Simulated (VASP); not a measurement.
# ScTa (Cmcm) in VASP: single point with PBE

Aim: the single point of ScTa with PBE.

Everything below comes from runs of VASP 6.6.1. Logs are shortened: lines on timing, memory, paths and dates and some standing lists are left out, and cuts for length are marked.

### 1 The cell of the first run

It takes space group Cmcm (No. 63, orthorhombic). The conventional cell has a = 5.746 Å, b = 5.986 Å, c = 4.986 Å, α = 90.00°, β = 90.00°, γ = 90.00°. Sc (site symmetry m2m) has 6 Ta at 2.84 to 3.14 Å and 2 Sc at 2.94 Å within 3.7 Å. Ta (site symmetry m2m) has 2 Ta at 2.79 Å and 6 Sc at 2.84 to 3.14 Å within 3.7 Å.

The cell was generated, and may not be a known phase.

### 2 Single point, PBE

Input file INCAR:

```
SYSTEM = ScTa
ALGO = Fast
EDIFF = 1E-7
ENCUT = 520
GGA = PE
ISIF = 2
ISMEAR = 0
LASPH = .TRUE.
LCHARG = .TRUE.
LELF = .TRUE.
LREAL = .FALSE.
LVHAR = .TRUE.
LWAVE = .FALSE.
NBANDS = 30
NELM = 80
PREC = Accurate
SIGMA = 0.1
```

Input file KPOINTS:

```
k-points
0
G
  4 4 4
  0 0 0
```

Input file POSCAR:

```
ScTa
1.0
    2.8727794127     -2.9931086752      0.0000000000
    2.8727794127      2.9931086752      0.0000000000
    0.0000000000      0.0000000000      4.9861702657
Sc Ta
2 2
Direct
    0.6301233594      0.3698766406      0.2500000000
    0.3698766406      0.6301233594      0.7500000000
    0.1052045728      0.8947954272      0.2500000000
    0.8947954272      0.1052045728      0.7500000000
```

Potentials or basis: VASP PAW PBE potentials, release 64 (Sc_sv, Ta_pv).

Started as:

```bash
$ cat potpaw_PBE.64/Sc_sv/POTCAR potpaw_PBE.64/Ta_pv/POTCAR > POTCAR
$ mpirun -np 1 vasp_std > vasp.out
```

OUTCAR:

```text
SYSTEM = ScTa
   EDIFF = 1E-7
   ENCUT = 520
   GGA = PE
   ISIF = 2
   ISMEAR = 0
   LASPH = .TRUE.
   LREAL = .FALSE.
   NELM = 80
   PREC = Accurate

 ion  position               nearest neighbor table
   1  0.630  0.370  0.250-   3 2.84   3 2.88   3 2.88   2 2.94   2 2.94   4 2.95   4 2.95   3 3.14

   2  0.370  0.630  0.750-   4 2.84   4 2.88   4 2.88   1 2.94   1 2.94   3 2.95   3 2.95   4 3.14

   3  0.105  0.895  0.250-   4 2.79   4 2.79   1 2.84   1 2.88   1 2.88   2 2.95   2 2.95   1 3.14

   4  0.895  0.105  0.750-   3 2.79   3 2.79   2 2.84   2 2.88   2 2.88   1 2.95   1 2.95   2 3.14

  LATTYP: Found a base centered orthorhombic cell.
 ALAT       =     5.7455588254
 B/A-ratio  =     1.0418860084
 C/A-ratio  =     0.8678303394

  Lattice vectors:

 A1 = (   2.8727794127,  -2.9931086752,   0.0000000000)
 A2 = (   2.8727794127,   2.9931086752,   0.0000000000)
 A3 = (   0.0000000000,   0.0000000000,   4.9861702657)

Analysis of symmetry for initial positions (statically):
=====================================================================
 Subroutine PRICEL returns:
 Original cell was already a primitive cell.

 Routine SETGRP: Setting up the symmetry group for a
 base centered orthorhombic supercell.

 Subroutine GETGRP returns: Found  8 space group operations
 (whereof  4 operations were pure point group operations)
 out of a pool of  8 trial point group operations.

The static configuration has the point symmetry C_2h.
 The point group associated with its full space group is D_2h.

Analysis of symmetry for dynamics (positions and initial velocities):
=====================================================================
 Subroutine PRICEL returns:
 Original cell was already a primitive cell.

 Routine SETGRP: Setting up the symmetry group for a
 base centered orthorhombic supercell.

 Subroutine GETGRP returns: Found  8 space group operations
 (whereof  4 operations were pure point group operations)
 out of a pool of  8 trial point group operations.

The dynamic configuration has the point symmetry C_2h.
 The point group associated with its full space group is D_2h.

 Subroutine INISYM returns: Found  8 space group operations
 (whereof  4 operations are pure point group operations),
 and found     1 'primitive' translations

----------------------------------------------------------------------------------------

                                     Primitive cell

  volume of cell :      85.7476

  direct lattice vectors                    reciprocal lattice vectors
     2.872779413 -2.993108675  0.000000000     0.174047474 -0.167050400  0.000000000
     2.872779413  2.993108675  0.000000000     0.174047474  0.167050400  0.000000000
     0.000000000  0.000000000  4.986170266     0.000000000  0.000000000  0.200554724

  length of vectors
     4.148681850  4.148681850  4.986170266     0.241243361  0.241243361  0.200554724

  position of ions in fractional coordinates (direct lattice)
     0.630123359  0.369876641  0.250000000
     0.369876641  0.630123359  0.750000000
     0.105204573  0.894795427  0.250000000
     0.894795427  0.105204573  0.750000000

  ion indices of the primitive-cell ions
   primitive index   ion index
                 1           1
                 2           2
                 3           3
                 4           4

----------------------------------------------------------------------------------------

 KPOINTS: k-points

Automatic generation of k-mesh.
 Grid dimensions read from file:
 generate k-points for:    4    4    4

 Generating k-lattice:

  Cartesian coordinates                     Fractional coordinates (reciprocal lattice)
     0.043511868 -0.041762600  0.000000000     0.250000000  0.000000000  0.000000000
     0.043511868  0.041762600  0.000000000     0.000000000  0.250000000  0.000000000
     0.000000000  0.000000000  0.050138681     0.000000000  0.000000000  0.250000000

  Length of vectors
     0.060310840  0.060310840  0.050138681

  Shift w.r.t. Gamma in fractional coordinates (k-lattice)
     0.000000000  0.000000000  0.000000000

 Subroutine IBZKPT returns following result:
 ===========================================

 Found     21 irreducible k-points:

 Following reciprocal coordinates:
            Coordinates               Weight
  0.000000  0.000000  0.000000      1.000000
  0.250000  0.000000  0.000000      4.000000
  0.500000  0.000000  0.000000      2.000000
  0.250000  0.250000  0.000000      2.000000
  0.500000  0.250000  0.000000      4.000000
 -0.250000  0.250000  0.000000      2.000000
[... 13 lines left out ...]
 -0.250000  0.250000  0.500000      2.000000
  0.500000  0.500000  0.500000      1.000000
   k-points           NKPTS =     21   k-points in BZ     NKDIM =     21   number of bands    NBANDS=     30
   number of dos      NEDOS =    301   number of ions     NIONS =      4
   total plane-waves  NPLWV =  40960
   dimension x,y,z NGX =    32 NGY =   32 NGZ =   40
   dimension x,y,z NGXF=    64 NGYF=   64 NGZF=   80
   ions per type =               2   2
   NGX,Y,Z   is equivalent  to a cutoff of  12.82, 12.82, 13.34 a.u.
   NGXF,Y,Z  is equivalent  to a cutoff of  25.65, 25.65, 26.67 a.u.
 SYSTEM =  ScTa
   PREC   = accura    normal or accurate (medium, high low for compatibility)
   ISTART =      0    job   : 0-new  1-cont  2-samecut
   ICHARG =      2    charge: 1-file 2-atom 10-const
   ISPIN  =      1    spin polarized calculation?
   LNONCOLLINEAR =      F non collinear calculations
   LSORBIT =      F    spin-orbit coupling
   LASPH  =      T    aspherical Exc in radial PAW
   ENCUT  =  520.0 eV  38.22 Ry    6.18 a.u.   7.71  7.71  9.27*2*pi/ulx,y,z
   NELM   =     80;   NELMIN=  2; NELMDL= -5     # of ELM steps
   EDIFF  = 0.1E-06   stopping-criterion for ELM
   LREAL  =      F    real-space projection
   EDIFFG = 0.1E-05   stopping-criterion for IOM
   NSW    =      0    number of steps for IOM
   IBRION =     -1    ionic relax: 0-MD 1-quasi-New 2-CG
   NFREE  =      0    steps in history (QN), initial steepest desc. (CG)
   ISIF   =      2    stress and relaxation
   ISYM   =      2    0-nonsym 1-usesym 2-fastsym
   POTIM  = 0.5000    time-step for ionic-motion
   TEBEG  =    0.0;   TEEND  =   0.0 temperature during run
   PSTRESS=    0.0 pullay stress
   NELECT =      44.0000    total number of electrons
   NUPDOWN=      -1.0000    fix difference up-down
   EMIN   =  10.00;   EMAX   =-10.00  energy-range for DOS
   EFERMI =   0.00;   METHOD = LEGACY
   ISMEAR =     0;   SIGMA  =   0.10  broadening in eV -4-tet -1-fermi 0-gaus
   EFERMI_NEDOS =   21; number of points for ismear=-14 and -15
   IALGO  =     68    algorithm
   IMIX   =      4    mixing-type and parameters
     AMIX     =   0.40;   BMIX     =  1.00
     AMIX_MAG =   1.60;   BMIX_MAG =  1.00
  volume/ion in A,a.u.               =      21.44       144.66
  Fermi-wavevector in a.u.,A,eV,Ry     =   1.310645  2.476760 23.371959  1.717791
  Thomas-Fermi vector in A             =   2.441161
   LORBIT       =      0    0 simple, 1 ext, 2 COOP (PROOUT), +10 PAW based schemes
   GGA     = PE    functional components
   LHFCALC =     F    Hartree Fock is set to
   AEXX    =    0.0000 exact exchange contribution
   IVDW    =     0    specifies the selected vdW correction
   LEPSILON=     F    determine dielectric tensor
   LRPA    =     F    only Hartree local field effects (RPA)
 non-spin polarized calculation
 RMM-DIIS sequential band-by-band and
 Gauss-broadening in eV      SIGMA  =   0.10
  energy-cutoff  :      520.00
  volume of cell :       85.75
 maximum number of plane-waves:      2323
 NGX is ok and might be reduce to    32
   NGX = 15   NGY = 15   NGZ = 19

 number of electron      44.0000002 magnetization

 Free energy of the ion-electron system (eV)
  ---------------------------------------------------
  ext. energy  EPLUGINS =         0.00000000
  ---------------------------------------------------
  free energy    TOTEN  =       -33.42723353 eV

  energy without entropy =      -33.40197409  energy(sigma->0) =      -33.41460381

 E-fermi :   4.4452     XC(G=0): -11.0407

 val. band max:        4.4419209627   @ k =   0.5000   0.2500   0.0000
 cond. band min:       4.4531277505   @ k =   0.5000   0.2500   0.2500
 fundamental gap:      0.0112067877
 Fermi energy:         4.4451952835

 k-point     1 :       0.0000    0.0000    0.0000
  band No.  band energies     occupation
      1     -44.5249      2.00000
      2     -44.4538      2.00000
      3     -30.0984      2.00000
      4     -29.8623      2.00000
      5     -29.7793      2.00000
      6     -29.7692      2.00000
[... 22 lines left out ...]
     29       6.4063      0.00000
     30       6.9102      0.00000

 k-point     2 :       0.2500    0.0000    0.0000
  band No.  band energies     occupation
      1     -44.5246      2.00000
      2     -44.4540      2.00000
      3     -30.0945      2.00000
      4     -29.8642      2.00000
      5     -29.7810      2.00000
      6     -29.7633      2.00000
[... 22 lines left out ...]
     29       6.5328      0.00000
     30       7.3901      0.00000

 k-point     3 :       0.5000    0.0000    0.0000
  band No.  band energies     occupation
      1     -44.5243      2.00000
      2     -44.4543      2.00000
      3     -30.0907      2.00000
      4     -29.8658      2.00000
      5     -29.7828      2.00000
      6     -29.7576      2.00000
[... 22 lines left out ...]
     29       6.6810      0.00000
     30       6.9384      0.00000

 k-point     4 :       0.2500    0.2500    0.0000
  band No.  band energies     occupation
      1     -44.5236      2.00000
      2     -44.4546      2.00000
      3     -30.0913      2.00000
      4     -29.8658      2.00000
      5     -29.7862      2.00000
      6     -29.7579      2.00000
[... 22 lines left out ...]
     29       6.7047      0.00000
     30       6.7935      0.00000

 k-point     5 :       0.5000    0.2500    0.0000
  band No.  band energies     occupation
      1     -44.5229      2.00000
      2     -44.4544      2.00000
      3     -30.0876      2.00000
      4     -29.8803      2.00000
      5     -29.7883      2.00000
      6     -29.7639      2.00000
[... 22 lines left out ...]
     29       7.1136      0.00000
     30       7.1656      0.00000
[... 427 lines left out ...]
     29       7.4558      0.00000
     30       7.6579      0.00000

 k-point    19 :       0.5000    0.2500    0.5000
  band No.  band energies     occupation
      1     -44.4888      2.00000
      2     -44.4888      2.00000
      3     -29.9491      2.00000
      4     -29.9491      2.00000
      5     -29.8222      2.00000
      6     -29.8222      2.00000
[... 22 lines left out ...]
     29       7.2336      0.00000
     30       7.2345      0.00000

 k-point    20 :      -0.2500    0.2500    0.5000
  band No.  band energies     occupation
      1     -44.4891      2.00000
      2     -44.4891      2.00000
      3     -29.9421      2.00000
      4     -29.9421      2.00000
      5     -29.8242      2.00000
      6     -29.8242      2.00000
[... 22 lines left out ...]
     29       7.3889      0.00000
     30       7.3894      0.00000

 k-point    21 :       0.5000    0.5000    0.5000
  band No.  band energies     occupation
      1     -44.4882      2.00000
      2     -44.4882      2.00000
      3     -29.9560      2.00000
      4     -29.9560      2.00000
      5     -29.8326      2.00000
      6     -29.8326      2.00000
[... 22 lines left out ...]
     29       7.1785      0.00000
     30       7.1994      0.00000

------------------------ aborting loop because EDIFF is reached ----------------------------------------

  FORCE on cell =-STRESS in cart. coord.  units (eV):
  Direction    XX          YY          ZZ          XY          YZ          ZX
  --------------------------------------------------------------------------------------
  -------------------------------------------------------------------------------------
  Total        0.0165742      0.1190175      0.1259052      0.0000000      0.0000000      0.0000000
  in kB        0.3096850      2.2238198      2.3525148      0.0000000      0.0000000      0.0000000
  external PRESSURE =       1.6286732 kB  Pullay stress =       0.0000000 kB

 VOLUME and BASIS-vectors are now :
 -----------------------------------------------------------------------------
  energy-cutoff  :      520.00
  volume of cell :       85.75
      direct lattice vectors                 reciprocal lattice vectors
     2.872779413 -2.993108675  0.000000000     0.174047474 -0.167050400  0.000000000
     2.872779413  2.993108675  0.000000000     0.174047474  0.167050400  0.000000000
     0.000000000  0.000000000  4.986170266     0.000000000  0.000000000  0.200554724

 POSITION                                       TOTAL-FORCE (eV/Angst)
 -----------------------------------------------------------------------------------
      2.87278     -0.77895      1.24654         0.000000      0.014355     -0.000000
      2.87278      0.77895      3.73963         0.000000     -0.014355      0.000000
      2.87278      2.36333      1.24654         0.000000     -0.028555     -0.000000
      2.87278     -2.36333      3.73963         0.000000      0.028555     -0.000000
 -----------------------------------------------------------------------------------
    total drift:                               -0.000000     -0.000000     -0.000000

  FREE ENERGIE OF THE ION-ELECTRON SYSTEM (eV)
  ---------------------------------------------------
  free  energy   TOTEN  =       -33.4272335281 eV

  energy  without entropy=      -33.4019740853  energy(sigma->0) =      -33.41460381
```

It took 81 s on 1 thread of Intel Xeon Platinum 8259CL at 2.50GHz (Skylake/Cascade Lake), shared host; peak memory 0.22 GiB.

What came out:

| Quantity | Value |
| --- | --- |
| Free energy | -33.4272 eV |
| Pressure | 0.2 GPa |
| Largest force | 0.029 eV/Å |
| Band gap on the k mesh | zero (bands 22 and 23 overlap by 0.60 eV) |

Forces in eV/Å, atoms in the order of the input:
```
Sc   0.000  0.014  0.000
Sc   0.000 -0.014  0.000
Ta   0.000 -0.029  0.000
Ta   0.000  0.029  0.000
```

Caveat: the k points lie up to 0.38 Å⁻¹ apart, too coarse for converged energies and pressures of a metal; spin-orbit coupling is left out, which moves the levels of the heavy elements.
